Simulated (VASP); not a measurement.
A run of VASP 6.6.1 is set up as follows.

INCAR

```
PREC = Accurate ; ENCUT = 520
EDIFF = 1E-6 ; ISMEAR = -1
SIGMA = 0.03 ; LREAL = F
LASPH = T ; NELM = 60
ALGO = Normal ; ISIF = 2
LWAVE = F ; LCHARG = T
LELF = T ; LVHAR = T
NBANDS = 18
```

Contents of KPOINTS:

```
Automatic mesh
0
Gamma
  12 12 12
```

POSCAR

```
ZnAg
1.0
    3.1875600000      0.0000000000      0.0000000000
    0.0000000000      3.1875600000      0.0000000000
    0.0000000000      0.0000000000      3.1560000000
Zn Ag
1 1
Direct
    0.5000000000      0.5000000000      0.5000000000
    0.0000000000      0.0000000000      0.0000000000
```

Potentials or basis: VASP PAW LDA potentials, release 64 (Zn, Ag).

The run is started by

```sh
$ cat potpaw_LDA.64/Zn/POTCAR potpaw_LDA.64/Ag/POTCAR > POTCAR
$ mpirun -np 1 vasp_std > vasp.out
```

**Question.** What does it give for the pressure?

**Answer.** -9.2 GPa.

**Question.** What does it give for the band gap on the k mesh?

**Answer.** Zero (an odd number of electrons rules out a gap without spin polarisation).

Stress tensor (GPa, compression positive):
```
-9.44  0.00  0.00
 0.00 -9.44  0.00
 0.00  0.00 -8.82
```

Caveat: the cell differs from its parent crystal (equal xx and yy strain of +1 %); the cell stands under tension.
